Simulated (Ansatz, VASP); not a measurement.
NbCrC3 in VASP and in Ansatz

```
Nb Cr C
1.0
     3.69691    0.00000    0.00000
    -1.84846    3.20162    0.00000
     0.00000    0.00000    4.22053
Nb Cr C
1 1 3
Direct
  0.33333 0.66667 0.50000
  0.00000 0.00000 0.00000
  0.00000 0.00000 0.50000
  0.33333 0.66667 0.00000
  0.66667 0.33333 0.00000
```

Alike in both runs: task relaxation of cell and atoms; functional PBE; k mesh 12 × 12 × 10; occupations gaussian, width 0.1 eV; no spin polarisation.

|  | VASP | Ansatz |
| --- | --- | --- |
| version | VASP 6.6.1 | Ansatz 0.2.0 |
| potentials or method | VASP PAW PBE potentials, release 64 (Nb_sv, Cr_pv, C), cutoff 600 eV | scalar-relativistic, plane waves, PAW |
| valence electrons in the cell | 37 | 39 |

|  | VASP | Ansatz | Ansatz less VASP |
| --- | --- | --- | --- |
| gap on the k mesh at the Fermi level, each at its own relaxed structure (eV) | none | none | - |
| relaxed volume (Å³/atom) | 9.94 | 9.95 | +0.011 |
| relaxed length of the cell vector where the two differ most in proportion (Å) | 3.681 | 3.682 | +0.0015 |

A gap of «none» marks a metal or a gap that the smearing closes. VASP's potentials hold 37 valence electrons a cell and Ansatz's 39, so a difference there can come from the potentials and not from the codes.
